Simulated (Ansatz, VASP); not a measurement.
**BP in VASP and in Ansatz**

File INCAR:

```
  PREC = Accurate
  ENCUT = 500
  EDIFF = 1E-6
  ISMEAR = -1
  SIGMA = 0.08
  LREAL = F
  LASPH = T
  NELM = 120
  ALGO = Normal
  ISIF = 2
  LWAVE = F
  LCHARG = F
  GGA = CA
  NBANDS = 11
  GGA_COMPAT = F
```

File KPOINTS:

```
Automatic mesh
0
Gamma
  15 15 15
```

The input POSCAR:

```
BP
1.0
    0.0000000000      2.0121877381      2.0121877381
    2.0121877381      0.0000000000      2.0121877381
    2.0121877381      2.0121877381      0.0000000000
B P
1 1
Direct
    0.0000000000      0.0000000000      0.0000000000
    0.2500000000      0.2500000000      0.2500000000
```

Input for Ansatz:

```yaml
crystal:
  lattice:
    - [0.0, 2.0121877381, 2.0121877381]
    - [2.0121877381, 0.0, 2.0121877381]
    - [2.0121877381, 2.0121877381, 0.0]
  atoms:
    - { symbol: B, position: [0.0, 0.0, 0.0] }
    - { symbol: P, position: [0.25, 0.25, 0.25] }
kpoints:
  mp_grid: { grid: [15, 15, 15] }
scf:
  occupations: { method: fermi_dirac, width: 0.08 }
hamiltonian:
  xc: lda
  pseudopotentials: { kind: all_electron, lapw: { basis_error: 0.001 } }
output:
  forces: true
  stress: true
  eigenvalues: true
  populations: true
```

Change from the starting cell: volume scaled by 0.72, LAPW.

Alike in both runs: task single point; functional LDA; k mesh 15 × 15 × 15; occupations fermi-dirac, width 0.08 eV; no spin polarisation.

|  | VASP | Ansatz |
| --- | --- | --- |
| version | VASP 6.6.1 | Ansatz 0.2.0 |
| potentials or method | VASP PAW LDA potentials, release 64 (B, P), cutoff 500 eV | all-electron LAPW, scalar-relativistic |

Ansatz gave:

| Item | Value |
| --- | --- |
| pressure (GPa) | 105.2 |

Q: Which values does VASP return?

A: Pressure (GPa): 104.8.

LDA's correlation is that of Perdew and Zunger in VASP and of Perdew and Wang (1992) in Ansatz. Both programs put the cell under a high pressure, so it lies far from rest at this level. Ansatz ran all-electron here, and VASP with PAW potentials.

Noted on VASP's run: the cell as given lies far from equilibrium.
